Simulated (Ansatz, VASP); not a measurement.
## Ti in VASP and in Ansatz

File INCAR:

```
  ALGO = Fast
  EDIFF = 1E-6
  ENCUT = 520
  GGA = PS
  ISIF = 2
  ISMEAR = 0
  LASPH = T
  LCHARG = F
  LREAL = F
  LWAVE = F
  NBANDS = 12
  NELM = 100
  PREC = Accurate
  SIGMA = 0.15
```

File KPOINTS:

```
k-points
0
Gamma
  22 22 22
```

POSCAR

```
Ti
1.0
   -1.6051145456      1.6051145456      1.6051145456
    1.6051145456     -1.6051145456      1.6051145456
    1.6051145456      1.6051145456     -1.6051145456
Ti
1
Direct
    0.0000000000      0.0000000000      0.0000000000
```

Input for Ansatz:

```yaml
crystal:
  lattice:
    - [-1.6051145456, 1.6051145456, 1.6051145456]
    - [1.6051145456, -1.6051145456, 1.6051145456]
    - [1.6051145456, 1.6051145456, -1.6051145456]
  atoms:
    - { symbol: Ti, position: [0.0, 0.0, 0.0] }
basis:
  ecutwfc: 520.0
kpoints:
  mp_grid: { grid: [22, 22, 22] }
hamiltonian:
  xc: pbesol
  pseudopotentials: { kind: paw }
scf:
  occupations: { method: gaussian, width: 0.15 }
output:
  forces: true
  stress: true
  eigenvalues: true
```

Alike in both runs: task single point; functional PBEsol; k mesh 22 × 22 × 22; occupations gaussian, width 0.15 eV; no spin polarisation.

|  | VASP | Ansatz |
| --- | --- | --- |
| version | VASP 6.6.1 | Ansatz 0.2.0 |
| potentials or method | VASP PAW PBE potentials, release 64 (Ti_sv), cutoff 520 eV | scalar-relativistic, plane waves, PAW |
| valence electrons in the cell | 12 | 12 |

```tsv
	VASP	Ansatz	Ansatz less VASP
gap on the k mesh at the Fermi level (eV)	none	none	-
pressure (GPa)	-0.5	0.0	+0.53
```

VASP's potentials were made for PBE, not for PBEsol. A gap of «none» marks a metal or a gap that the smearing closes.
